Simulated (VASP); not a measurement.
A run of VASP 6.6.1:

INCAR

```
SYSTEM = MgO
PREC = Accurate
ENCUT = 600
EDIFF = 1E-6
ISMEAR = 0
SIGMA = 0.01
LREAL = .False.
LASPH = .True.
NELM = 120
ALGO = Normal
ISIF = 2
LWAVE = .False.
LCHARG = .False.
NBANDS = 11
GGA_COMPAT = .False.
```

Contents of KPOINTS:

```
regular mesh
0
Gamma
  10 10 10
  0 0 0
```

File POSCAR:

```
MgO
1.0
    0.0000000000      1.8866713983      1.8866713983
    1.8866713983      0.0000000000      1.8866713983
    1.8866713983      1.8866713983      0.0000000000
Mg O
1 1
Direct
    0.0000000000      0.0000000000      0.0000000000
    0.5000000000      0.5000000000      0.5000000000
```

Potentials or basis: VASP PAW LDA potentials, release 64 (Mg, O).

The run is started by

```console
$ cat potpaw_LDA.64/Mg/POTCAR potpaw_LDA.64/O/POTCAR > POTCAR
$ mpirun -np 1 vasp_std > vasp.out
```

Hardware: 1 thread of Intel(R) Xeon(R) Platinum 8488C (Sapphire Rapids) (shared host).

Q: How long does it take, and how much memory?

A: Run time: 5.1 s on 1 thread of Intel(R) Xeon(R) Platinum 8488C (Sapphire Rapids), on a shared host, peak memory 0.13 GiB. Counts: scf iterations 11, k points 47.
